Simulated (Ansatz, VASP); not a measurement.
**Two plane-wave programs on BaS**

Contents of INCAR:

```
SYSTEM = BaS
PREC     = Accurate       ! precision mode
ENCUT    = 520            ! plane-wave cutoff, eV
EDIFF    = 1E-8           ! SCF threshold, eV
ISMEAR   = -1             ! smearing method
SIGMA    = 0.02           ! smearing width, eV
LREAL    = .FALSE.        ! projectors in reciprocal space
LASPH    = .TRUE.         ! aspherical terms in the spheres
NELM     = 60             ! most SCF steps
ALGO     = Normal         ! electronic algorithm
ISIF     = 2              ! what is computed and relaxed
LWAVE    = .FALSE.        ! write WAVECAR
LCHARG   = .FALSE.        ! write CHGCAR
GGA      = PE             ! functional
LEFG     = .TRUE.       
NBANDS   = 15             ! bands
```

File KPOINTS:

```
regular mesh
0
G
  8 8 8
  0 0 0
```

Contents of POSCAR:

```
BaS
1.0
    0.0000000000      3.1505859250      3.1505859250
    3.1505859250      0.0000000000      3.1505859250
    3.1505859250      3.1505859250      0.0000000000
Ba S
1 1
Direct
    0.0000000000      0.0000000000      0.0000000000
    0.5000000000      0.5000000000      0.5000000000
```

Input for Ansatz:

```yaml
crystal:
  lattice:
    - [0.0, 3.150585925, 3.150585925]
    - [3.150585925, 0.0, 3.150585925]
    - [3.150585925, 3.150585925, 0.0]
  atoms:
    - { symbol: Ba, position: [0.0, 0.0, 0.0] }
    - { symbol: S, position: [0.5, 0.5, 0.5] }
kpoints:
  mp_grid: { grid: [8, 8, 8] }
scf:
  occupations: { method: fermi_dirac, width: 0.02 }
hamiltonian:
  xc: pbe
  pseudopotentials: { kind: paw }
output:
  forces: true
  stress: true
  eigenvalues: true
  efg: { contact_densities: true }
  write_density: true
  write_potential: true
  elf: true
  volumetric_format: npy
```

Change from the starting cell: volume scaled by 0.96, PAW files.

Alike in both runs: task electric field gradients; functional PBE; k mesh 8 × 8 × 8; occupations fermi-dirac, width 0.02 eV; no spin polarisation.

|  | VASP | Ansatz |
| --- | --- | --- |
| version | VASP 6.6.1 | Ansatz 0.2.0 |
| potentials or method | VASP PAW PBE potentials, release 64 (Ba_sv, S) | PAW with Ansatz's default frozen-core files, scalar-relativistic |
| plane-wave cutoff (eV) | 520 | 420 |
| valence electrons in the cell | 16 | 16 |

```tsv
	VASP	Ansatz	Ansatz less VASP
gap on the k mesh at the Fermi level (eV)	2.03	2.14	+0.108
pressure (GPa)	3.6	2.9	-0.69
```

The functional is the same, so the differences come from potentials, cutoffs and numerics.

Neither program's run includes spin-orbit coupling.
